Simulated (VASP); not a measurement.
A run of VASP 6.6.1 is set up as follows.

Contents of INCAR:

```
PREC     = Accurate       # precision mode
ENCUT    = 520            # plane-wave cutoff, eV
EDIFF    = 1E-7           # SCF threshold, eV
ISMEAR   = 0              # smearing method
SIGMA    = 0.1            # smearing width, eV
LREAL    = False          # projectors in reciprocal space
LASPH    = True           # aspherical terms in the spheres
NELM     = 150            # most SCF steps
ALGO     = Normal         # electronic algorithm
ISIF     = 2              # what is computed and relaxed
LWAVE    = False          # write WAVECAR
LCHARG   = True           # write CHGCAR
ISPIN    = 2              # spin polarisation
MAGMOM   = 0 3 0 0 0      # initial moments
LORBIT   = 11             # projections on sites
LMAXMIX  = 4              # l up to which the mixer works
GGA      = PE             # functional
LELF     = True           # ELF
LVHAR    = True         
NBANDS   = 26             # bands
```

The input KPOINTS:

```
Automatic mesh
0
Gamma
  4 4 4
```

File POSCAR:

```
AlCrBN2
1.0
    3.8969802100      0.0000000000      0.0000000000
    0.0000000000      3.8969802100      0.0000000000
    0.0000000000      0.0000000000      3.7619899200
Al Cr B N
1 1 1 2
Direct
    0.5000000000      0.5000000000      0.5000000000
    0.0000000000      0.0000000000      0.0000000000
    0.5000000000      0.5000000000      0.0000000000
    0.5000000000      0.0000000000      0.5000000000
    0.0000000000      0.5000000000      0.5000000000
```

Potentials or basis: VASP PAW PBE potentials, release 64 (Al, Cr_pv, B, N).

The run is started by

```sh
$ cat potpaw_PBE.64/Al/POTCAR potpaw_PBE.64/Cr_pv/POTCAR potpaw_PBE.64/B/POTCAR potpaw_PBE.64/N/POTCAR > POTCAR
$ mpirun -np 1 vasp_std > vasp.out
```

Task: What does it give for the net moment?

Result: 2.97 μB per cell.

Task: What does it give for the pressure?

Result: 1.1 GPa.

Stress tensor (GPa, compression positive):
```
-10.28   0.00   0.00
  0.00 -10.28   0.00
  0.00   0.00  23.89
```

Caveat: the k points lie up to 0.42 Å⁻¹ apart; a cell with one magnetic atom can't hold antiferromagnetic order, which such compounds often take.
